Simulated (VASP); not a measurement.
Here is a VASP 6.6.1 calculation.

The input INCAR:

```
  PREC = Accurate
  ENCUT = 600
  EDIFF = 1E-6
  ISMEAR = 0
  SIGMA = 0.1
  LREAL = F
  LASPH = T
  NELM = 80
  ALGO = Normal
  ISIF = 3
  LWAVE = F
  LCHARG = F
  GGA = PS
  IBRION = 2
  NSW = 100
  EDIFFG = -0.005
```

The input KPOINTS:

```
regular mesh
0
Gamma
  18 18 14
```

File POSCAR:

```
TiB2
1.0
    3.0292000000      0.0000000000      0.0000000000
   -1.5146000000      2.6233641531      0.0000000000
    0.0000000000      0.0000000000      3.2284000000
Ti B
1 2
Direct
    0.0000000000      0.0000000000      0.0000000000
    0.3333333333      0.6666666667      0.5000000000
    0.6666666667      0.3333333333      0.5000000000
```

Potentials or basis: VASP PAW PBE potentials, release 64 (Ti_sv, B).

Command:

```console
$ cat potpaw_PBE.64/Ti_sv/POTCAR potpaw_PBE.64/B/POTCAR > POTCAR
$ mpirun -np 1 vasp_std > vasp.out
```

**Question.** Predict the band gap on the k mesh.

**Answer.** Zero (band 9 reaches 10.50 eV, above the bottom of band 10 at 9.87 eV).

**Question.** Predict the space group after relaxing (to 0.05 Å).

**Answer.** P6/mmm (No. 191).

**Question.** Predict the relaxed volume.

**Answer.** 8.38 Å³/atom.

Final structure:
```
Ti B
1.0
     3.01867    0.00000    0.00000
    -1.50934    2.61425    0.00000
     0.00000    0.00000    3.18613
Ti B
1 2
Cartesian
  3.0187 0.0000 3.1861
  0.0000 1.7428 1.5931
  1.5093 0.8714 1.5931
```

Caveat: the PAW data sets were made with another functional, which shifts forces and pressure a little.
